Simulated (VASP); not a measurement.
Runs of VASP 6.6.1 on MnAs. The structure is that of space group F-43m (No. 216), or close to it. The cells are those of the table. 

```tsv
level	cell	k mesh for the DOS	occupations for the DOS	gap on the mesh (eV)	pressure (GPa)	moment (μB)
PBE	a = 4.093 Å, angles 60.0°, 2 atoms	-	-	none	-2.1	4.00
r2SCAN	a = 4.002 Å, angles 60.0°, 2 atoms	-	-	none	2.3	4.00
PBE	a = 4.002 Å, angles 60.0°, 2 atoms	18 × 18 × 18	tetrahedron	-	-	(a)
PBE	a = 4.131 Å, angles 60.0°, 2 atoms	-	-	none	-3.4	4.00
```

Alike in all rows: task single point; potentials or basis VASP PAW PBE potentials, release 64 (Mn_pv, As); spin collinear, ferromagnetic start; k mesh 12 × 12 × 12; cutoff (eV) 520; smearing gaussian 0.05 eV.

Problem. Estimate the missing entries.

Solution. (a) 3.71.

Caveats: a cell with one magnetic atom can't hold antiferromagnetic order, which such compounds often take; the PAW data sets were made with another functional, which shifts forces and pressure a little (at least some runs); the cell stands under tension (at least some runs).

A k mesh can miss the band edges, and the runs leave out spin-orbit coupling on As.

A gap of «none» marks levels without a gap at the run's occupations.
